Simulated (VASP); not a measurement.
# Ir (Fm-3m) in VASP: a series of runs, part 2 of 2

VASP 6.6.1. Earlier steps stand in the parts before.

## Step 3: Single point, PBEsol

This run uses another cell than the first one, of 14.01 Å³/atom.

INCAR reads:

```
ALGO = Normal
EDIFF = 1E-6
ENCUT = 560
GGA = PS
GGA_COMPAT = F
ISIF = 2
ISMEAR = -1
LASPH = T
LCHARG = F
LREAL = F
LWAVE = F
NBANDS = 14
NELM = 120
PREC = Accurate
SIGMA = 0.05
```

KPOINTS reads:

```
k-points
0
Gamma
  24 24 24
```

POSCAR reads:

```
Ir
1.0
    0.0000000000      1.9136038908      1.9136038908
    1.9136038908      0.0000000000      1.9136038908
    1.9136038908      1.9136038908      0.0000000000
Ir
1
Direct
    0.0000000000      0.0000000000      0.0000000000
```

Potentials or basis: VASP PAW PBE potentials, release 64 (Ir_sv_GW).

Started as:

```sh
$ cat potpaw_PBE.64/Ir_sv_GW/POTCAR > POTCAR
$ mpirun -np 1 vasp_std > vasp.out
```

OUTCAR:

```text
EDIFF = 1E-6
   ENCUT = 560
   GGA = PS
   ISIF = 2
   ISMEAR = -1
   LASPH = T
   LREAL = F
   NELM = 120
   PREC = Accurate

 ion  position               nearest neighbor table
   1  0.000  0.000  0.000-

  LATTYP: Found a face centered cubic cell.
 ALAT       =     3.8272077816

  Lattice vectors:

 A1 = (   0.0000000000,   1.9136038908,   1.9136038908)
 A2 = (   1.9136038908,   0.0000000000,   1.9136038908)
 A3 = (   1.9136038908,   1.9136038908,   0.0000000000)

Analysis of symmetry for initial positions (statically):
=====================================================================
 Subroutine PRICEL returns:
 Original cell was already a primitive cell.

 Routine SETGRP: Setting up the symmetry group for a
 face centered cubic supercell.

 Subroutine GETGRP returns: Found 48 space group operations
 (whereof 48 operations were pure point group operations)
 out of a pool of 48 trial point group operations.

The static configuration has the point symmetry O_h .

Analysis of symmetry for dynamics (positions and initial velocities):
=====================================================================
 Subroutine PRICEL returns:
 Original cell was already a primitive cell.

 Routine SETGRP: Setting up the symmetry group for a
 face centered cubic supercell.

 Subroutine GETGRP returns: Found 48 space group operations
 (whereof 48 operations were pure point group operations)
 out of a pool of 48 trial point group operations.

The dynamic configuration has the point symmetry O_h .

 Subroutine INISYM returns: Found 48 space group operations
 (whereof 48 operations are pure point group operations),
 and found     1 'primitive' translations

----------------------------------------------------------------------------------------

                                     Primitive cell

  volume of cell :      14.0148

  direct lattice vectors                    reciprocal lattice vectors
     0.000000000  1.913603891  1.913603891    -0.261287094  0.261287094  0.261287094
     1.913603891  0.000000000  1.913603891     0.261287094 -0.261287094  0.261287094
     1.913603891  1.913603891  0.000000000     0.261287094  0.261287094 -0.261287094

  length of vectors
     2.706244575  2.706244575  2.706244575     0.452562522  0.452562522  0.452562522

  position of ions in fractional coordinates (direct lattice)
     0.000000000  0.000000000  0.000000000

  ion indices of the primitive-cell ions
   primitive index   ion index
                 1           1

----------------------------------------------------------------------------------------

 KPOINTS: k-points

Automatic generation of k-mesh.
 Grid dimensions read from file:
 generate k-points for:   24   24   24

 Generating k-lattice:

  Cartesian coordinates                     Fractional coordinates (reciprocal lattice)
    -0.010886962  0.010886962  0.010886962     0.041666667  0.000000000  0.000000000
     0.010886962 -0.010886962  0.010886962     0.000000000  0.041666667  0.000000000
     0.010886962  0.010886962 -0.010886962     0.000000000  0.000000000  0.041666667

  Length of vectors
     0.018856772  0.018856772  0.018856772

  Shift w.r.t. Gamma in fractional coordinates (k-lattice)
     0.000000000  0.000000000  0.000000000

 Subroutine IBZKPT returns following result:
 ===========================================

 Found    413 irreducible k-points:

 Following reciprocal coordinates:
            Coordinates               Weight
  0.000000  0.000000  0.000000      1.000000
  0.041667  0.000000  0.000000      8.000000
  0.083333  0.000000  0.000000      8.000000
  0.125000  0.000000  0.000000      8.000000
  0.166667  0.000000  0.000000      8.000000
  0.208333  0.000000  0.000000      8.000000
[... 16 lines left out ...]
  0.416667  0.041667  0.000000     24.000000
  0.458333  0.041667  0.000000     24.000000
 [... further k-points ...]
   k-points           NKPTS =    413   k-points in BZ     NKDIM =    413   number of bands    NBANDS=     14
   number of dos      NEDOS =    301   number of ions     NIONS =      1
   total plane-waves  NPLWV =  13824
   dimension x,y,z NGX =    24 NGY =   24 NGZ =   24
   dimension x,y,z NGXF=    48 NGYF=   48 NGZF=   48
   ions per type =               1
   NGX,Y,Z   is equivalent  to a cutoff of  14.74, 14.74, 14.74 a.u.
   NGXF,Y,Z  is equivalent  to a cutoff of  29.49, 29.49, 29.49 a.u.
 SYSTEM =  unknown system
   PREC   = accura    normal or accurate (medium, high low for compatibility)
   ISTART =      0    job   : 0-new  1-cont  2-samecut
   ICHARG =      2    charge: 1-file 2-atom 10-const
   ISPIN  =      1    spin polarized calculation?
   LNONCOLLINEAR =      F non collinear calculations
   LSORBIT =      F    spin-orbit coupling
   LASPH  =      T    aspherical Exc in radial PAW
   ENCUT  =  560.0 eV  41.16 Ry    6.42 a.u.   5.22  5.22  5.22*2*pi/ulx,y,z
   NELM   =    120;   NELMIN=  2; NELMDL= -5     # of ELM steps
   EDIFF  = 0.1E-05   stopping-criterion for ELM
   LREAL  =      F    real-space projection
   EDIFFG = 0.1E-04   stopping-criterion for IOM
   NSW    =      0    number of steps for IOM
   IBRION =     -1    ionic relax: 0-MD 1-quasi-New 2-CG
   NFREE  =      0    steps in history (QN), initial steepest desc. (CG)
   ISIF   =      2    stress and relaxation
   ISYM   =      2    0-nonsym 1-usesym 2-fastsym
   POTIM  = 0.5000    time-step for ionic-motion
   TEBEG  =    0.0;   TEEND  =   0.0 temperature during run
   PSTRESS=    0.0 pullay stress
   NELECT =      17.0000    total number of electrons
   NUPDOWN=      -1.0000    fix difference up-down
   EMIN   =  10.00;   EMAX   =-10.00  energy-range for DOS
   EFERMI =   0.00;   METHOD = LEGACY
   ISMEAR =    -1;   SIGMA  =   0.05  broadening in eV -4-tet -1-fermi 0-gaus
   EFERMI_NEDOS =   21; number of points for ismear=-14 and -15
   IALGO  =     38    algorithm
   IMIX   =      4    mixing-type and parameters
     AMIX     =   0.40;   BMIX     =  1.00
     AMIX_MAG =   1.60;   BMIX_MAG =  1.00
  volume/ion in A,a.u.               =      14.01        94.58
  Fermi-wavevector in a.u.,A,eV,Ry     =   1.745939  3.299347 41.474685  3.048303
  Thomas-Fermi vector in A             =   2.817529
   LORBIT       =      0    0 simple, 1 ext, 2 COOP (PROOUT), +10 PAW based schemes
   GGA     = PS    functional components
   LHFCALC =     F    Hartree Fock is set to
   AEXX    =    0.0000 exact exchange contribution
   IVDW    =     0    specifies the selected vdW correction
   LEPSILON=     F    determine dielectric tensor
   LRPA    =     F    only Hartree local field effects (RPA)
 non-spin polarized calculation
  energy-cutoff  :      560.00
  volume of cell :       14.01
 maximum number of plane-waves:       444
 NGX is ok and might be reduce to    24
   NGX = 11   NGY = 11   NGZ = 11

 number of electron      17.0000000 magnetization

 Free energy of the ion-electron system (eV)
  ---------------------------------------------------
  ext. energy  EPLUGINS =         0.00000000
  ---------------------------------------------------
  free energy    TOTEN  =       -10.40212892 eV

  energy without entropy =      -10.39461364  energy(sigma->0) =      -10.39837128

 E-fermi :  12.9227     XC(G=0): -14.7663

 val. band max:       12.9212860467   @ k =   0.4167   0.0833   0.0417
 cond. band min:      12.9280367091   @ k =  -0.3750   0.1250   0.0000
 fundamental gap:      0.0067506623
 Fermi energy:        12.9226809871

 k-point     1 :       0.0000    0.0000    0.0000
  band No.  band energies     occupation
      1     -80.1312      2.00000
      2     -36.5044      2.00000
      3     -36.5044      2.00000
      4     -36.5044      2.00000
      5       1.6453      2.00000
      6       8.9685      2.00000
      7       8.9685      2.00000
      8       8.9685      2.00000
      9      11.7215      2.00000
     10      11.7215      2.00000
     11      26.4783      0.00000
     12      32.0353      0.00000
     13      32.0353      0.00000
     14      32.0353      0.00000
[... 375 lines left out ...]
 k-point    24 :       0.4583    0.0417    0.0000
  band No.  band energies     occupation
      1     -80.0649      2.00000
      2     -37.2916      2.00000
      3     -36.6225      2.00000
      4     -36.6221      2.00000
      5       4.7610      2.00000
      6       8.8344      2.00000
      7       8.9738      2.00000
      8      11.2955      2.00000
      9      13.7959      0.00000
     10      13.9033      0.00000
     11      20.8875      0.00000
     12      26.4607      0.00000
     13      32.1617      0.00000
     14      32.5197      0.00000

 [... further k-points ...]

------------------------ aborting loop because EDIFF is reached ----------------------------------------

  FORCE on cell =-STRESS in cart. coord.  units (eV):
  Direction    XX          YY          ZZ          XY          YZ          ZX
  --------------------------------------------------------------------------------------
  -------------------------------------------------------------------------------------
  Total       -0.0802915     -0.0802915     -0.0802915     -0.0000000      0.0000000     -0.0000000
  in kB       -9.1789678     -9.1789678     -9.1789678     -0.0000000      0.0000000     -0.0000000
  external PRESSURE =      -9.1789678 kB  Pullay stress =       0.0000000 kB

 VOLUME and BASIS-vectors are now :
 -----------------------------------------------------------------------------
  energy-cutoff  :      560.00
  volume of cell :       14.01
      direct lattice vectors                 reciprocal lattice vectors
     0.000000000  1.913603891  1.913603891    -0.261287094  0.261287094  0.261287094
     1.913603891  0.000000000  1.913603891     0.261287094 -0.261287094  0.261287094
     1.913603891  1.913603891  0.000000000     0.261287094  0.261287094 -0.261287094

 POSITION                                       TOTAL-FORCE (eV/Angst)
 -----------------------------------------------------------------------------------
      0.00000      0.00000      0.00000         0.000000      0.000000      0.000000
 -----------------------------------------------------------------------------------
    total drift:                                0.000000      0.000000      0.000000

  FREE ENERGIE OF THE ION-ELECTRON SYSTEM (eV)
  ---------------------------------------------------
  free  energy   TOTEN  =       -10.4021289247 eV

  energy  without entropy=      -10.3946136374  energy(sigma->0) =      -10.39837128
```

OSZICAR:

```text
N       E                     dE             d eps       ncg     rms          rms(c)
DAV:   1     0.116088851404E+03    0.11609E+03   -0.11880E+04 11876   0.133E+03
DAV:   2    -0.988898298631E+01   -0.12598E+03   -0.12082E+03 14666   0.405E+02
DAV:   3    -0.116342074843E+02   -0.17452E+01   -0.17404E+01 12740   0.449E+01
DAV:   4    -0.116368882188E+02   -0.26807E-02   -0.26806E-02 13682   0.216E+00
DAV:   5    -0.116368936690E+02   -0.54502E-05   -0.54505E-05 12866   0.923E-02    0.750E+01
DAV:   6    -0.105136500766E+02    0.11232E+01   -0.14841E+00 12098   0.130E+01    0.408E+01
DAV:   7    -0.104224073075E+02    0.91243E-01   -0.45670E-01 13220   0.670E+00    0.735E+00
DAV:   8    -0.104022820013E+02    0.20125E-01   -0.72780E-02 11672   0.335E+00    0.852E-01
DAV:   9    -0.104022698014E+02    0.12200E-04   -0.88355E-04 13058   0.356E-01    0.310E-01
DAV:  10    -0.104021301483E+02    0.13965E-03   -0.23694E-04 12566   0.224E-01    0.252E-01
DAV:  11    -0.104021288394E+02    0.13089E-05   -0.62726E-06 13112   0.325E-02    0.497E-02
DAV:  12    -0.104021289247E+02   -0.85314E-07   -0.20476E-07  6154   0.505E-03
   1 F= -.10402129E+02 E0= -.10398371E+02  d E =-.751529E-02
```

stdout:

```text
POSCAR found type information on POSCAR Ir
 POSCAR found :  1 types and       1 ions
 scaLAPACK will be used
 -----------------------------------------------------------------------------
|                                                                             |
|                                                                             |
|     You enforced a specific xc type in the INCAR file but a different       |
|     I HOPE YOU KNOW WHAT YOU ARE DOING!                                     |
|                                                                             |
 -----------------------------------------------------------------------------

 LDA part: xc-table for (Slater+PW92), standard interpolation
 POSCAR, INCAR and KPOINTS ok, starting setup
 FFT: planning ... GRIDC
 FFT: planning ... GRID_SOFT
 FFT: planning ... GRID
 WAVECAR not read
 entering main loop
```

It took 63 s on 1 thread of Intel Xeon Platinum 8259CL at 2.50GHz (Skylake/Cascade Lake), shared host; peak memory 0.22 GiB.

What came out:

- Free energy: -10.4021 eV
- Pressure: -0.9 GPa
- Band gap on the k mesh: zero (an odd number of electrons rules out a gap without spin polarisation)

Caveat: the PAW data sets were made with another functional, which shifts forces and pressure a little; spin-orbit coupling is left out, which moves the levels of the heavy elements.
